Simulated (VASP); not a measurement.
# SiW6 in VASP: further runs

SiW6 is run at these levels: PBE+D3(BJ); tasks: single point.

All numbers are computed with VASP 6.6.1; they aren't measurements. Logs are shortened: lines on timing, memory, paths and dates and some standing lists are left out, and cuts for length are marked.

### 1 The cell of the first run

The cell holds a slab with vacuum, 7 atoms: a = 4.468 Å, b = 4.468 Å, c = 21.726 Å, α = 90.00°, β = 90.00°, γ = 120.00°.

### 2 Single point, PBE+D3(BJ)

INCAR reads:

```
PREC = Accurate
ENCUT = 520
EDIFF = 1E-6
ISMEAR = 0
SIGMA = 0.1
LREAL = F
LASPH = T
NELM = 100
ALGO = Normal
ISIF = 2
LWAVE = F
LCHARG = F
LDIPOL = T
IDIPOL = 3
DIPOL = 0.5 0.5 0.318
GGA = PE
IVDW = 12
NBANDS = 53
```

KPOINTS reads:

```
Automatic mesh
0
Gamma
  6 6 1
```

POSCAR reads:

```
SiW6
1.0
    4.4682526324      0.0000000000      0.0000000000
   -2.2341263162      3.8696202902      0.0000000000
    0.0000000000      0.0000000000     21.7259061349
W Si
6 1
Direct
    0.6666666667      0.3333333333      0.1841119986
    0.3333333333      0.6666666667      0.2260931360
    0.0000000000      0.0000000000      0.2680742733
    0.6666666667      0.3333333333      0.3070897866
    0.3333333333      0.6666666667      0.3466976876
    0.0000000000      0.0000000000      0.3832248047
    0.4444444444      0.1111111111      0.5121032037
```

Potentials or basis: VASP PAW PBE potentials, release 64 (W_sv, Si).

Launch:

```sh
$ cat potpaw_PBE.64/W_sv/POTCAR potpaw_PBE.64/Si/POTCAR > POTCAR
$ mpirun -np 1 vasp_std > vasp.out
```

OUTCAR:

```text
PREC = Accurate
   ENCUT = 520
   EDIFF = 1E-6
   ISMEAR = 0
   LREAL = F
   LASPH = T
   NELM = 100
   ISIF = 2
   GGA = PE
   IVDW = 12
 IVDW          = 12

 ion  position               nearest neighbor table
   1  0.667  0.333  0.184-   4 2.67   2 2.74   2 2.74   2 2.74   3 3.16   3 3.16   3 3.16
   2  0.333  0.667  0.226-   5 2.62   3 2.74   3 2.74   3 2.74   1 2.74   1 2.74   1 2.74   4 3.12
                             4 3.12   4 3.12
   3  0.000  0.000  0.268-   6 2.50   4 2.72   4 2.72   4 2.72   2 2.74   2 2.74   2 2.74   5 3.09
                             5 3.09   5 3.09   1 3.16   1 3.16   1 3.16
   4  0.667  0.333  0.307-   1 2.67   3 2.72   3 2.72   3 2.72   5 2.72   5 2.72   5 2.72   6 3.06
                             6 3.06   6 3.06   2 3.12   2 3.12   2 3.12
   5  0.333  0.667  0.347-   2 2.62   6 2.70   6 2.70   6 2.70   4 2.72   4 2.72   4 2.72   3 3.09
                             3 3.09   3 3.09
   6  0.000  0.000  0.383-   3 2.50   5 2.70   5 2.70   5 2.70   4 3.06   4 3.06   4 3.06
   7  0.444  0.111  0.512-

  LATTYP: Found a hexagonal cell.
 ALAT       =     4.4682526324
 C/A-ratio  =     4.8622824004

  Lattice vectors:

 A1 = (   4.4682526324,   0.0000000000,   0.0000000000)
 A2 = (  -2.2341263162,   3.8696202902,   0.0000000000)
 A3 = (   0.0000000000,   0.0000000000,  21.7259061349)

Analysis of symmetry for initial positions (statically):
=====================================================================
 Subroutine PRICEL returns:
 Original cell was already a primitive cell.

 Routine SETGRP: Setting up the symmetry group for a
 hexagonal supercell.

 Subroutine GETGRP returns: Found  1 space group operations
 (whereof  1 operations were pure point group operations)
 out of a pool of 24 trial point group operations.

The static configuration has the point symmetry C_1 .

Analysis of symmetry for dynamics (positions and initial velocities):
=====================================================================
 Subroutine PRICEL returns:
 Original cell was already a primitive cell.

 Routine SETGRP: Setting up the symmetry group for a
 hexagonal supercell.

 Subroutine GETGRP returns: Found  1 space group operations
 (whereof  1 operations were pure point group operations)
 out of a pool of 24 trial point group operations.

The dynamic configuration has the point symmetry C_1 .

 Subroutine INISYM returns: Found  1 space group operations
 (whereof  1 operations are pure point group operations),
 and found     1 'primitive' translations

----------------------------------------------------------------------------------------

                                     Primitive cell

  volume of cell :     375.6505

  direct lattice vectors                    reciprocal lattice vectors
     4.468252632  0.000000000  0.000000000     0.223801133  0.129211644  0.000000000
    -2.234126316  3.869620290  0.000000000     0.000000000  0.258423288  0.000000000
     0.000000000  0.000000000 21.725906135     0.000000000  0.000000000  0.046028000

  length of vectors
     4.468252632  4.468252632 21.725906135     0.258423288  0.258423288  0.046028000

  position of ions in fractional coordinates (direct lattice)
     0.666666667  0.333333333  0.184111999
     0.333333333  0.666666667  0.226093136
     0.000000000  0.000000000  0.268074273
     0.666666667  0.333333333  0.307089787
     0.333333333  0.666666667  0.346697688
     0.000000000  0.000000000  0.383224805
     0.444444444  0.111111111  0.512103204

  ion indices of the primitive-cell ions
   primitive index   ion index
                 1           1
                 2           2
                 3           3
                 4           4
                 5           5
                 6           6
                 7           7

----------------------------------------------------------------------------------------

 KPOINTS: Automatic mesh

Automatic generation of k-mesh.
 Grid dimensions read from file:
 generate k-points for:    6    6    1

 Generating k-lattice:

  Cartesian coordinates                     Fractional coordinates (reciprocal lattice)
     0.037300189  0.021535274  0.000000000     0.166666667  0.000000000  0.000000000
     0.000000000  0.043070548  0.000000000     0.000000000  0.166666667  0.000000000
     0.000000000  0.000000000  0.046028000     0.000000000  0.000000000  1.000000000

  Length of vectors
     0.043070548  0.043070548  0.046028000

  Shift w.r.t. Gamma in fractional coordinates (k-lattice)
     0.000000000  0.000000000  0.000000000

 Subroutine IBZKPT returns following result:
 ===========================================

 Found     20 irreducible k-points:

 Following reciprocal coordinates:
            Coordinates               Weight
  0.000000  0.000000  0.000000      1.000000
  0.166667 -0.000000  0.000000      2.000000
  0.000000  0.166667  0.000000      2.000000
 -0.166667  0.166667  0.000000      2.000000
  0.333333 -0.000000  0.000000      2.000000
  0.000000  0.333333  0.000000      2.000000
[... 12 lines left out ...]
  0.500000 -0.166667  0.000000      2.000000
  0.333333  0.333333  0.000000      2.000000
   k-points           NKPTS =     20   k-points in BZ     NKDIM =     20   number of bands    NBANDS=     53
   number of dos      NEDOS =    301   number of ions     NIONS =      7
   total plane-waves  NPLWV = 209952
   dimension x,y,z NGX =    36 NGY =   36 NGZ =  162
   dimension x,y,z NGXF=    72 NGYF=   72 NGZF=  324
   ions per type =               6   1
   NGX,Y,Z   is equivalent  to a cutoff of  13.39, 13.39, 12.40 a.u.
   NGXF,Y,Z  is equivalent  to a cutoff of  26.79, 26.79, 24.79 a.u.
 SYSTEM =  unknown system
   PREC   = accura    normal or accurate (medium, high low for compatibility)
   ISTART =      0    job   : 0-new  1-cont  2-samecut
   ICHARG =      2    charge: 1-file 2-atom 10-const
   ISPIN  =      1    spin polarized calculation?
   LNONCOLLINEAR =      F non collinear calculations
   LSORBIT =      F    spin-orbit coupling
   LASPH  =      T    aspherical Exc in radial PAW
   ENCUT  =  520.0 eV  38.22 Ry    6.18 a.u.   8.31  8.31 40.40*2*pi/ulx,y,z
   NELM   =    100;   NELMIN=  2; NELMDL= -5     # of ELM steps
   EDIFF  = 0.1E-05   stopping-criterion for ELM
   LREAL  =      F    real-space projection
   EDIFFG = 0.1E-04   stopping-criterion for IOM
   NSW    =      0    number of steps for IOM
   IBRION =     -1    ionic relax: 0-MD 1-quasi-New 2-CG
   NFREE  =      0    steps in history (QN), initial steepest desc. (CG)
   ISIF   =      2    stress and relaxation
   ISYM   =      2    0-nonsym 1-usesym 2-fastsym
   POTIM  = 0.5000    time-step for ionic-motion
   TEBEG  =    0.0;   TEEND  =   0.0 temperature during run
   PSTRESS=    0.0 pullay stress
   NELECT =      88.0000    total number of electrons
   NUPDOWN=      -1.0000    fix difference up-down
   EMIN   =  10.00;   EMAX   =-10.00  energy-range for DOS
   EFERMI =   0.00;   METHOD = LEGACY
   ISMEAR =     0;   SIGMA  =   0.10  broadening in eV -4-tet -1-fermi 0-gaus
   EFERMI_NEDOS =   21; number of points for ismear=-14 and -15
   IALGO  =     38    algorithm
   IMIX   =      4    mixing-type and parameters
     AMIX     =   0.40;   BMIX     =  1.00
     AMIX_MAG =   1.60;   BMIX_MAG =  1.00
  volume/ion in A,a.u.               =      53.66       362.14
  Fermi-wavevector in a.u.,A,eV,Ry     =   1.009193  1.907099 13.857143  1.018471
  Thomas-Fermi vector in A             =   2.142107
   LORBIT       =      0    0 simple, 1 ext, 2 COOP (PROOUT), +10 PAW based schemes
   GGA     = PE    functional components
   LHFCALC =     F    Hartree Fock is set to
   AEXX    =    0.0000 exact exchange contribution
   IVDW    =    12    specifies the selected vdW correction
   LEPSILON=     F    determine dielectric tensor
   LRPA    =     F    only Hartree local field effects (RPA)
 non-spin polarized calculation
 Gauss-broadening in eV      SIGMA  =   0.10
  energy-cutoff  :      520.00
  volume of cell :      375.65
 maximum number of plane-waves:     10145
 NGX is ok and might be reduce to    36
   NGX = 17   NGY = 17   NGZ = 81

 dipolmoment           0.000000      0.000000     -0.380721 electrons x Angstroem

 number of electron      88.0000002 magnetization

 dipolmoment           0.000000      0.000000      0.055969 electrons x Angstroem

 Free energy of the ion-electron system (eV)
  ---------------------------------------------------
  ext. energy  EPLUGINS =         0.00000000
  ---------------------------------------------------
  free energy    TOTEN  =       -72.55391265 eV

  energy without entropy =      -72.51616315  energy(sigma->0) =      -72.53503790

 E-fermi :   0.3497     XC(G=0):  -5.3572

 val. band max:        0.3060760371   @ k =  -0.3333   0.1667   0.0000
 cond. band min:       0.3676261113   @ k =  -0.3333   0.5000   0.0000
 fundamental gap:      0.0615500742
 Fermi energy:         0.3497132020

 k-point     1 :       0.0000    0.0000    0.0000
  band No.  band energies     occupation
      1     -73.6810      2.00000
      2     -73.5585      2.00000
      3     -73.5412      2.00000
      4     -73.4689      2.00000
      5     -73.3784      2.00000
      6     -73.3079      2.00000
[... 45 lines left out ...]
     52       2.6924      0.00000
     53       2.7921      0.00000

 k-point     2 :       0.1667   -0.0000    0.0000
  band No.  band energies     occupation
      1     -73.6724      2.00000
      2     -73.5633      2.00000
      3     -73.5395      2.00000
      4     -73.4646      2.00000
      5     -73.3847      2.00000
      6     -73.3118      2.00000
[... 45 lines left out ...]
     52       2.5782      0.00000
     53       2.6856      0.00000
[... 950 lines left out ...]
     52       2.2555      0.00000
     53       2.3401      0.00000

 k-point    20 :       0.3333    0.3333    0.0000
  band No.  band energies     occupation
      1     -73.6314      2.00000
      2     -73.5895      2.00000
      3     -73.5328      2.00000
      4     -73.4354      2.00000
      5     -73.4220      2.00000
      6     -73.3262      2.00000
[... 45 lines left out ...]
     52       1.8115      0.00000
     53       2.1164      0.00000

------------------------ aborting loop because EDIFF is reached ----------------------------------------

 vacuum level on the upper side and lower side of the slab       (xc-potential included)         0.072        -0.493

 Edisp (eV)   -2.84189

 E8    (eV) :    -1.4906

  FORCE on cell =-STRESS in cart. coord.  units (eV):
  Direction    XX          YY          ZZ          XY          YZ          ZX
  --------------------------------------------------------------------------------------
  -------------------------------------------------------------------------------------
  Total      -8.76100    -8.35543    -8.07709     0.00233    -0.68705    -0.70909
  in kB     -37.36631   -35.63653   -34.44939     0.00992    -2.93031    -3.02431
  external pressure =      -35.82 kB  Pullay stress =        0.00 kB

 VOLUME and BASIS-vectors are now :
 -----------------------------------------------------------------------------
  energy-cutoff  :      520.00
  volume of cell :      375.65
      direct lattice vectors                 reciprocal lattice vectors
     4.468252632  0.000000000  0.000000000     0.223801133  0.129211644  0.000000000
    -2.234126316  3.869620290  0.000000000     0.000000000  0.258423288  0.000000000
     0.000000000  0.000000000 21.725906135     0.000000000  0.000000000  0.046028000

 POSITION                                       TOTAL-FORCE (eV/Angst)
 -----------------------------------------------------------------------------------
      2.23413      1.28987      4.00000         0.008871     -0.072577      2.056050
     -0.00000      2.57975      4.91208        -0.054740     -0.007974     -0.649863
      0.00000      0.00000      5.82416         0.117183      0.062641     -1.856138
      2.23413      1.28987      6.67180        -0.059673      0.122718      0.029086
     -0.00000      2.57975      7.53232        -0.127301      0.059793      0.677340
      0.00000      0.00000      8.32591         0.388632      0.057208      1.657568
      1.73765      0.42996     11.12591        -0.272972     -0.221808     -1.914043
 -----------------------------------------------------------------------------------
    total drift:                               -0.000011      0.000044     -0.000112

  FREE ENERGIE OF THE ION-ELECTRON SYSTEM (eV)
  ---------------------------------------------------
  free  energy   TOTEN  =       -75.3958039594 eV

  energy  without entropy=      -75.3580544651  energy(sigma->0) =      -75.37692921

 vacuum level on the upper side and lower side of the slab         4.648         4.075
```

Wall time 19 min (1 thread of Intel Xeon Platinum 8488C (Sapphire Rapids), shared host); peak memory 0.66 GiB.

What came out:

| Item | Value |
| --- | --- |
| Free energy | -75.3958 eV |
| Largest force | 2.057 eV/Å |
| Band gap on the k mesh | zero (band 44 reaches 0.41 eV, above the bottom of band 45 at 0.26 eV) |
| Dispersion energy per atom | -0.406 eV |

Forces in eV/Å, atoms in the order of the input:
```
W    0.009 -0.073  2.056
W   -0.055 -0.008 -0.650
W    0.117  0.063 -1.856
W   -0.060  0.123  0.029
W   -0.127  0.060  0.677
W    0.389  0.057  1.658
Si  -0.273 -0.222 -1.914
```

Caveat: spin-orbit coupling is left out, which moves the levels of the heavy elements.

### 3 Single point, PBE+D3(BJ)

INCAR reads:

```
PREC = Accurate ; ENCUT = 520
EDIFF = 1E-7 ; ISMEAR = 0
SIGMA = 0.1 ; LREAL = F
LASPH = T ; NELM = 100
ALGO = Normal ; ISIF = 2
LWAVE = F ; LCHARG = T
LDIPOL = T ; IDIPOL = 3
DIPOL = 0.5 0.5 0.318 ; GGA = PE
IVDW = 12 ; LELF = T
LVHAR = T ; LVACPOTAV = T
NBANDS = 53
```

KPOINTS is that of step 2.

Edit POSCAR of step 2 so:

```diff
@@ -14,2 +14,2 @@
     0.0000000000      0.0000000000      0.3832248047
-    0.4444444444      0.1111111111      0.5121032037
+    0.0000000000      0.4444444444      0.5121032037
```

Potentials or basis: VASP PAW PBE potentials, release 64 (W_sv, Si).

Launch:

```sh
$ cat potpaw_PBE.64/W_sv/POTCAR potpaw_PBE.64/Si/POTCAR > POTCAR
$ mpirun -np 1 vasp_std > vasp.out
```

Run time: 22 min. Hardware: 1 thread of Oxide Virtual Turin-like, shared host; peak memory 0.63 GiB.

Results (log left out):

| Item | Value |
| --- | --- |
| Free energy | -75.4300 eV |
| Largest force | 2.092 eV/Å |
| Band gap on the k mesh | zero (band 44 reaches 0.43 eV, above the bottom of band 45 at 0.17 eV) |
| Dispersion energy per atom | -0.406 eV |

Forces on the atoms (eV/Å):
```
W    0.085  0.063  2.089
W   -0.016 -0.042 -0.737
W   -0.053  0.022 -1.739
W   -0.123 -0.140 -0.084
W   -0.078 -0.150  0.806
W   -0.046  0.288  1.597
Si   0.232 -0.041 -1.933
```

Levels at points of the mesh, in eV from the Fermi level:
```csv
k point,band 41,band 42,band 43,band 44,band 45,band 46,band 47,band 48
"(0.00, 0.00, 0.00)",-1.10,-1.07,-0.91,-0.45,0.86,1.04,1.42,1.63
"(0.50, 0.00, 0.00)",-0.95,-0.64,-0.18,0.10,0.28,0.36,0.53,0.74
"(0.00, 0.50, 0.00)",-1.15,-0.75,-0.32,-0.02,0.19,0.29,0.86,1.09
"(0.50, 0.50, 0.00)",-1.09,-0.75,-0.35,0.02,0.19,0.30,0.86,0.98
```

Caveat: spin-orbit coupling is left out, which moves the levels of the heavy elements.

(Part 1 of 2 ends here.)
